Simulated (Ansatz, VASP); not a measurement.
## One calculation of Ta, two programs

```
CELL_PARAMETERS angstrom
2.65018 0.00000 0.00000
0.00000 2.65018 0.00000
0.00000 0.00000 2.65018
ATOMIC_POSITIONS crystal
Ta 0.00000 0.00000 0.00000
```

Alike in both runs: task single point; functional r2SCAN; k mesh 13 × 13 × 13; occupations fermi-dirac, width 0.1 eV; no spin polarisation.

|  | VASP | Ansatz |
| --- | --- | --- |
| version | VASP 6.6.1 | Ansatz 0.2.0 |
| potentials or method | VASP PAW PBE potentials, release 64 (Ta_pv), cutoff 520 eV | plane waves (500 eV) with PAW, scalar-relativistic |
| valence electrons in the cell | 11 | 13 |

```tsv
	VASP	Ansatz	Ansatz less VASP
pressure (GPa)	15.3	14.5	-0.87
```

VASP's potentials were made for PBE, not for r2SCAN. VASP's potentials hold 11 valence electrons a cell and Ansatz's 13, so a difference there can come from the potentials and not from the codes.

Spin-orbit coupling is off throughout.
